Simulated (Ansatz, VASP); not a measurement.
**CdS: VASP beside Ansatz**

```xyz
2
Lattice="0.0000 2.9976 2.9976 2.9976 0.0000 2.9976 2.9976 2.9976 0.0000" Properties=species:S:1:pos:R:3 pbc="T T T"
Cd    0.0000    0.0000    0.0000
S     1.4988    1.4988    1.4988
```

Alike in both runs: functional r2SCAN; k mesh 8 × 8 × 8; occupations fermi-dirac, width 0.02 eV; no spin polarisation.

Ansatz relaxed the structure, and its values are those at the end. VASP's run is a single point on that final structure, the one shown.

```csv
,VASP,Ansatz
version,VASP 6.6.1,Ansatz 0.2.0
potentials or method,"VASP PAW PBE potentials, release 64 (Cd, S), cutoff 520 eV",PAW plane waves
valence electrons in the cell,18,26
```

|  | VASP | Ansatz | Ansatz less VASP |
| --- | --- | --- | --- |
| gap on the k mesh at the Fermi level (eV) | 1.40 | 1.40 | +0.003 |
| pressure (GPa) | -2.9 | -3.1 | -0.20 |

VASP's potentials were made for PBE, not for r2SCAN. VASP's potentials hold 18 valence electrons a cell and Ansatz's 26, so a difference there can come from the potentials and not from the codes. Ansatz's warnings: stress scf threshold loose.
